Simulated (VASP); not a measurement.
# Ga (Cmce) in VASP: a series of runs

Runs on Ga. Level: PBEsol. Tasks: single point.

All numbers are computed with VASP 6.6.1; they aren't measurements. Logs are shortened: lines on timing, memory, paths and dates and some standing lists are left out, and cuts for length are marked.

## 1. The cell of the first run

The structure is orthorhombic, space group Cmce (No. 64). The conventional cell has a = 4.470 Å, b = 7.597 Å, c = 4.490 Å, α = 90.00°, β = 90.00°, γ = 90.00°. Ga (site symmetry m) has 7 Ga at 2.48 to 2.76 Å within 3.3 Å.

## 2. Single point, PBEsol

Input file INCAR:

```
PREC = Accurate
ENCUT = 520
EDIFF = 1E-7
ISMEAR = 0
SIGMA = 0.15
LREAL = False
LASPH = True
NELM = 100
ALGO = Normal
ISIF = 2
LWAVE = False
LCHARG = False
GGA = PS
NBANDS = 34
```

Input file KPOINTS:

```
regular mesh
0
Gamma
  10 10 10
```

Input file POSCAR:

```
Ga
1.0
    2.2350478178     -3.7986615528      0.0000000000
    2.2350478178      3.7986615528      0.0000000000
    0.0000000000      0.0000000000      4.4897761201
Ga
4
Direct
    0.1559156097      0.8440843903      0.0832479706
    0.6559156097      0.3440843903      0.4167520294
    0.8440843903      0.1559156097      0.9167520294
    0.3440843903      0.6559156097      0.5832479706
```

Potentials or basis: VASP PAW PBE potentials, release 64 (Ga_d).

Run with:

```
cat potpaw_PBE.64/Ga_d/POTCAR > POTCAR
mpirun -np 1 vasp_std > vasp.out
```

OUTCAR:

```text
PREC = Accurate
   ENCUT = 520
   EDIFF = 1E-7
   ISMEAR = 0
   LREAL = False
   LASPH = True
   NELM = 100
   ISIF = 2
   GGA = PS

 ion  position               nearest neighbor table
   1  0.156  0.844  0.083-   3 2.48   4 2.66   4 2.66   2 2.69   2 2.69   3 2.76   3 2.76
   2  0.656  0.344  0.417-   4 2.48   3 2.66   3 2.66   1 2.69   1 2.69   4 2.76   4 2.76
   3  0.844  0.156  0.917-   1 2.48   2 2.66   2 2.66   4 2.69   4 2.69   1 2.76   1 2.76
   4  0.344  0.656  0.583-   2 2.48   1 2.66   1 2.66   3 2.69   3 2.69   2 2.76   2 2.76

  LATTYP: Found a base centered orthorhombic cell.
 ALAT       =     4.4700956356
 B/A-ratio  =     1.6995884932
 C/A-ratio  =     1.0044026988

  Lattice vectors:

 A1 = (   2.2350478178,  -3.7986615528,   0.0000000000)
 A2 = (   2.2350478178,   3.7986615528,   0.0000000000)
 A3 = (   0.0000000000,   0.0000000000,   4.4897761201)

Analysis of symmetry for initial positions (statically):
=====================================================================
 Subroutine PRICEL returns:
 Original cell was already a primitive cell.

 Routine SETGRP: Setting up the symmetry group for a
 base centered orthorhombic supercell.

 Subroutine GETGRP returns: Found  8 space group operations
 (whereof  4 operations were pure point group operations)
 out of a pool of  8 trial point group operations.

The static configuration has the point symmetry C_2h.
 The point group associated with its full space group is D_2h.

Analysis of symmetry for dynamics (positions and initial velocities):
=====================================================================
 Subroutine PRICEL returns:
 Original cell was already a primitive cell.

 Routine SETGRP: Setting up the symmetry group for a
 base centered orthorhombic supercell.

 Subroutine GETGRP returns: Found  8 space group operations
 (whereof  4 operations were pure point group operations)
 out of a pool of  8 trial point group operations.

The dynamic configuration has the point symmetry C_2h.
 The point group associated with its full space group is D_2h.

 Subroutine INISYM returns: Found  8 space group operations
 (whereof  4 operations are pure point group operations),
 and found     1 'primitive' translations

----------------------------------------------------------------------------------------

                                     Primitive cell

  volume of cell :      76.2381

  direct lattice vectors                    reciprocal lattice vectors
     2.235047818 -3.798661553  0.000000000     0.223708860 -0.131625309  0.000000000
     2.235047818  3.798661553  0.000000000     0.223708860  0.131625309  0.000000000
     0.000000000  0.000000000  4.489776120     0.000000000  0.000000000  0.222728255

  length of vectors
     4.407410616  4.407410616  4.489776120     0.259559003  0.259559003  0.222728255

  position of ions in fractional coordinates (direct lattice)
     0.155915610  0.844084390  0.083247971
     0.655915610  0.344084390  0.416752029
     0.844084390  0.155915610  0.916752029
     0.344084390  0.655915610  0.583247971

  ion indices of the primitive-cell ions
   primitive index   ion index
                 1           1
                 2           2
                 3           3
                 4           4

----------------------------------------------------------------------------------------

 KPOINTS: regular mesh

Automatic generation of k-mesh.
 Grid dimensions read from file:
 generate k-points for:   10   10   10

 Generating k-lattice:

  Cartesian coordinates                     Fractional coordinates (reciprocal lattice)
     0.022370886 -0.013162531  0.000000000     0.100000000  0.000000000  0.000000000
     0.022370886  0.013162531  0.000000000     0.000000000  0.100000000  0.000000000
     0.000000000  0.000000000  0.022272825     0.000000000  0.000000000  0.100000000

  Length of vectors
     0.025955900  0.025955900  0.022272825

  Shift w.r.t. Gamma in fractional coordinates (k-lattice)
     0.000000000  0.000000000  0.000000000

 Subroutine IBZKPT returns following result:
 ===========================================

 Found    186 irreducible k-points:

 Following reciprocal coordinates:
            Coordinates               Weight
  0.000000  0.000000  0.000000      1.000000
  0.100000 -0.000000  0.000000      4.000000
  0.200000 -0.000000  0.000000      4.000000
  0.300000 -0.000000  0.000000      4.000000
  0.400000 -0.000000  0.000000      4.000000
  0.500000 -0.000000  0.000000      2.000000
[... 16 lines left out ...]
  0.300000  0.300000  0.000000      2.000000
  0.400000  0.300000  0.000000      4.000000
 [... further k-points ...]
   k-points           NKPTS =    186   k-points in BZ     NKDIM =    186   number of bands    NBANDS=     34
   number of dos      NEDOS =    301   number of ions     NIONS =      4
   total plane-waves  NPLWV =  46656
   dimension x,y,z NGX =    36 NGY =   36 NGZ =   36
   dimension x,y,z NGXF=    72 NGYF=   72 NGZF=   72
   ions per type =               4
   NGX,Y,Z   is equivalent  to a cutoff of  13.58, 13.58, 13.33 a.u.
   NGXF,Y,Z  is equivalent  to a cutoff of  27.16, 27.16, 26.66 a.u.
 SYSTEM =  unknown system
   PREC   = accura    normal or accurate (medium, high low for compatibility)
   ISTART =      0    job   : 0-new  1-cont  2-samecut
   ICHARG =      2    charge: 1-file 2-atom 10-const
   ISPIN  =      1    spin polarized calculation?
   LNONCOLLINEAR =      F non collinear calculations
   LSORBIT =      F    spin-orbit coupling
   LASPH  =      T    aspherical Exc in radial PAW
   ENCUT  =  520.0 eV  38.22 Ry    6.18 a.u.   8.19  8.19  8.35*2*pi/ulx,y,z
   NELM   =    100;   NELMIN=  2; NELMDL= -5     # of ELM steps
   EDIFF  = 0.1E-06   stopping-criterion for ELM
   LREAL  =      F    real-space projection
   EDIFFG = 0.1E-05   stopping-criterion for IOM
   NSW    =      0    number of steps for IOM
   IBRION =     -1    ionic relax: 0-MD 1-quasi-New 2-CG
   NFREE  =      0    steps in history (QN), initial steepest desc. (CG)
   ISIF   =      2    stress and relaxation
   ISYM   =      2    0-nonsym 1-usesym 2-fastsym
   POTIM  = 0.5000    time-step for ionic-motion
   TEBEG  =    0.0;   TEEND  =   0.0 temperature during run
   PSTRESS=    0.0 pullay stress
   NELECT =      52.0000    total number of electrons
   NUPDOWN=      -1.0000    fix difference up-down
   EMIN   =  10.00;   EMAX   =-10.00  energy-range for DOS
   EFERMI =   0.00;   METHOD = LEGACY
   ISMEAR =     0;   SIGMA  =   0.15  broadening in eV -4-tet -1-fermi 0-gaus
   EFERMI_NEDOS =   21; number of points for ismear=-14 and -15
   IALGO  =     38    algorithm
   IMIX   =      4    mixing-type and parameters
     AMIX     =   0.40;   BMIX     =  1.00
     AMIX_MAG =   1.60;   BMIX_MAG =  1.00
  volume/ion in A,a.u.               =      19.06       128.62
  Fermi-wavevector in a.u.,A,eV,Ry     =   1.441071  2.723228 28.255006  2.076684
  Thomas-Fermi vector in A             =   2.559744
   LORBIT       =      0    0 simple, 1 ext, 2 COOP (PROOUT), +10 PAW based schemes
   GGA     = PS    functional components
   LHFCALC =     F    Hartree Fock is set to
   AEXX    =    0.0000 exact exchange contribution
   IVDW    =     0    specifies the selected vdW correction
   LEPSILON=     F    determine dielectric tensor
   LRPA    =     F    only Hartree local field effects (RPA)
 non-spin polarized calculation
 Gauss-broadening in eV      SIGMA  =   0.15
  energy-cutoff  :      520.00
  volume of cell :       76.24
 maximum number of plane-waves:      2073
 NGX is ok and might be reduce to    36
   NGX = 17   NGY = 17   NGZ = 17

 number of electron      52.0000009 magnetization

 Free energy of the ion-electron system (eV)
  ---------------------------------------------------
  ext. energy  EPLUGINS =         0.00000000
  ---------------------------------------------------
  free energy    TOTEN  =       -13.41074070 eV

  energy without entropy =      -13.40056181  energy(sigma->0) =      -13.40565126

 E-fermi :   5.0939     XC(G=0): -10.9386

 val. band max:        5.0919490531   @ k =   0.1000  -0.0000   0.1000
 cond. band min:       5.0957451215   @ k =   0.0000   0.0000   0.5000
 fundamental gap:      0.0037960684
 Fermi energy:         5.0938984005

 k-point     1 :       0.0000    0.0000    0.0000
  band No.  band energies     occupation
      1     -10.0229      2.00000
      2     -10.0134      2.00000
      3      -9.9760      2.00000
      4      -9.9589      2.00000
      5      -9.9408      2.00000
      6      -9.9162      2.00000
[... 26 lines left out ...]
     33      11.9945      0.00000
     34      12.6673      0.00000

 k-point     2 :       0.1000   -0.0000    0.0000
  band No.  band energies     occupation
      1     -10.0251      2.00000
      2     -10.0087      2.00000
      3      -9.9791      2.00000
      4      -9.9635      2.00000
      5      -9.9329      2.00000
      6      -9.9133      2.00000
[... 26 lines left out ...]
     33      12.1421      0.00000
     34      12.7401      0.00000

 k-point     3 :       0.2000   -0.0000    0.0000
  band No.  band energies     occupation
      1     -10.0268      2.00000
      2      -9.9959      2.00000
      3      -9.9886      2.00000
      4      -9.9735      2.00000
      5      -9.9231      2.00000
      6      -9.8964      2.00000
[... 26 lines left out ...]
     33      11.5145      0.00000
     34      12.3267      0.00000

 k-point     4 :       0.3000   -0.0000    0.0000
  band No.  band energies     occupation
      1     -10.0237      2.00000
      2      -9.9965      2.00000
      3      -9.9901      2.00000
      4      -9.9717      2.00000
      5      -9.9249      2.00000
      6      -9.9107      2.00000
[... 26 lines left out ...]
     33      11.1424      0.00000
     34      12.3925      0.00000

 k-point     5 :       0.4000   -0.0000    0.0000
  band No.  band energies     occupation
      1     -10.0197      2.00000
      2     -10.0011      2.00000
      3      -9.9895      2.00000
      4      -9.9576      2.00000
      5      -9.9373      2.00000
      6      -9.9310      2.00000
[... 621 lines left out ...]
 k-point    22 :      -0.2000    0.2000    0.0000
  band No.  band energies     occupation
      1     -10.0363      2.00000
      2     -10.0143      2.00000
      3      -9.9780      2.00000
      4      -9.9593      2.00000
      5      -9.9452      2.00000
      6      -9.9272      2.00000
[... 26 lines left out ...]
     33      10.5888      0.00000
     34      11.2314      0.00000

 k-point    23 :       0.3000    0.3000    0.0000
  band No.  band energies     occupation
      1     -10.0634      2.00000
      2     -10.0193      2.00000
      3      -9.9971      2.00000
      4      -9.9508      2.00000
      5      -9.9465      2.00000
      6      -9.8691      2.00000
[... 26 lines left out ...]
     33      14.4328      0.00000
     34      14.5216      0.00000

 k-point    24 :       0.4000    0.3000    0.0000
  band No.  band energies     occupation
      1     -10.0683      2.00000
      2     -10.0322      2.00000
      3      -9.9997      2.00000
      4      -9.9416      2.00000
      5      -9.9252      2.00000
      6      -9.9035      2.00000
[... 26 lines left out ...]
     33      14.3797      0.00000
     34      14.6455      0.00000

 [... further k-points ...]
[... 5 lines left out ...]
  --------------------------------------------------------------------------------------
  -------------------------------------------------------------------------------------
  Total        0.1659476     -0.0134889     -0.0277491      0.0000000     -0.0000000      0.0000000
  in kB        3.4874610     -0.2834742     -0.5831591      0.0000000     -0.0000000      0.0000000
  external PRESSURE =       0.8736093 kB  Pullay stress =       0.0000000 kB

 VOLUME and BASIS-vectors are now :
 -----------------------------------------------------------------------------
  energy-cutoff  :      520.00
  volume of cell :       76.24
      direct lattice vectors                 reciprocal lattice vectors
     2.235047818 -3.798661553  0.000000000     0.223708860 -0.131625309  0.000000000
     2.235047818  3.798661553  0.000000000     0.223708860  0.131625309  0.000000000
     0.000000000  0.000000000  4.489776120     0.000000000  0.000000000  0.222728255

 POSITION                                       TOTAL-FORCE (eV/Angst)
 -----------------------------------------------------------------------------------
      2.23505      2.61412      0.37376         0.000000      0.008334     -0.002673
      2.23505     -1.18454      1.87112         0.000000      0.008334      0.002673
      2.23505     -2.61412      4.11601         0.000000     -0.008334      0.002673
      2.23505      1.18454      2.61865         0.000000     -0.008334     -0.002673
 -----------------------------------------------------------------------------------
    total drift:                               -0.000000     -0.000000      0.000000

  FREE ENERGIE OF THE ION-ELECTRON SYSTEM (eV)
  ---------------------------------------------------
  free  energy   TOTEN  =       -13.4107407049 eV

  energy  without entropy=      -13.4005618064  energy(sigma->0) =      -13.40565126
```

It took 2.6 min on 1 thread of Intel Xeon 6975P-C (Granite Rapids), shared host; peak memory 0.44 GiB.

What came out:

```yaml
Free_energy: -13.4107 eV
Pressure: 0.1 GPa
Largest_force: 0.009 eV/Å
Band_gap_on_the_k_mesh: zero (band 26 reaches 5.53 eV, above the bottom of band 27 at 4.18 eV)
```

Forces on the atoms (eV/Å):
```
Ga   0.000  0.008 -0.003
Ga   0.000  0.008  0.003
Ga   0.000 -0.008  0.003
Ga   0.000 -0.008 -0.003
```

Stress tensor (GPa, compression positive):
```
 0.35  0.00  0.00
 0.00 -0.03  0.00
 0.00  0.00 -0.06
```

Levels at points of the mesh, in eV from the Fermi level:
| k point | band 22 | band 23 | band 24 | band 25 | band 26 | band 27 | band 28 | band 29 | band 30 | band 31 |
| --- | --- | --- | --- | --- | --- | --- | --- | --- | --- | --- |
| (0.00, 0.00, 0.00) | -4.21 | -3.79 | -1.76 | -1.65 | -0.75 | 0.94 | 0.99 | 1.09 | 5.23 | 5.49 |
| (0.50, 0.00, 0.00) | -8.71 | -3.44 | -3.44 | -1.39 | -1.39 | 0.75 | 0.75 | 4.25 | 4.25 | 5.41 |
| (0.50, 0.50, 0.00) | -7.34 | -4.08 | -3.34 | -1.72 | -1.57 | 1.11 | 1.21 | 3.48 | 3.88 | 4.34 |
| (0.00, 0.00, 0.50) | -9.34 | -0.02 | -0.02 | 0.00 | 0.00 | 0.11 | 0.11 | 2.10 | 2.10 | 3.96 |
| (0.50, 0.00, 0.50) | -7.22 | -6.34 | -6.34 | -1.56 | -1.56 | 0.54 | 0.54 | 7.38 | 7.38 | 7.95 |
| (0.50, 0.50, 0.50) | -7.66 | -5.40 | -5.40 | -1.29 | -1.29 | -0.91 | -0.91 | 6.83 | 6.83 | 8.09 |

Caveat: the PAW data sets were made with another functional, which shifts forces and pressure a little.

## 3. Single point, PBEsol

Input file INCAR:

```
  PREC = Accurate
  ENCUT = 520
  EDIFF = 1E-7
  ISMEAR = 0
  SIGMA = 0.1
  LREAL = False
  LASPH = True
  NELM = 100
  ALGO = Normal
  ISIF = 2
  LWAVE = False
  LCHARG = True
  GGA = PS
  LELF = True
  LVHAR = True
  NBANDS = 34
```

Input file KPOINTS:

```
Automatic mesh
0
Gamma
  12 12 10
```

POSCAR is that of step 2.

Potentials or basis: VASP PAW PBE potentials, release 64 (Ga_d).

Run with:

```
cat potpaw_PBE.64/Ga_d/POTCAR > POTCAR
mpirun -np 1 vasp_std > vasp.out
```

Wall time 3.7 min (1 thread of Intel Xeon 6975P-C (Granite Rapids), shared host); peak memory 0.55 GiB.

It converged, with:

```
Free energy            : -13.4138 eV
Pressure               : 0.1 GPa
Band gap on the k mesh : zero (band 26 reaches 5.56 eV, above the bottom of band 27 at 4.18 eV)
```

Forces in eV/Å, atoms in the order of the input:
```
Ga   0.000  0.002 -0.002
Ga   0.000  0.002  0.002
Ga   0.000 -0.002  0.002
Ga   0.000 -0.002 -0.002
```

Stress tensor (GPa, compression positive):
```
0.09 0.00 0.00
0.00 0.00 0.00
0.00 0.00 0.11
```

Levels at points of the mesh, in eV from the Fermi level:
| k point | band 24 | band 25 | band 26 | band 27 | band 28 | band 29 |
| --- | --- | --- | --- | --- | --- | --- |
| (0.00, 0.00, 0.00) | -1.74 | -1.63 | -0.73 | 0.95 | 1.01 | 1.11 |
| (0.50, 0.00, 0.00) | -3.42 | -1.37 | -1.37 | 0.77 | 0.77 | 4.27 |
| (0.50, 0.50, 0.00) | -3.33 | -1.70 | -1.56 | 1.12 | 1.23 | 3.50 |
| (0.00, 0.00, 0.50) | -0.01 | 0.02 | 0.02 | 0.12 | 0.12 | 2.11 |
| (0.50, 0.00, 0.50) | -6.33 | -1.54 | -1.54 | 0.56 | 0.56 | 7.39 |
| (0.50, 0.50, 0.50) | -5.39 | -1.27 | -1.27 | -0.89 | -0.89 | 6.85 |

Caveat: the PAW data sets were made with another functional, which shifts forces and pressure a little.
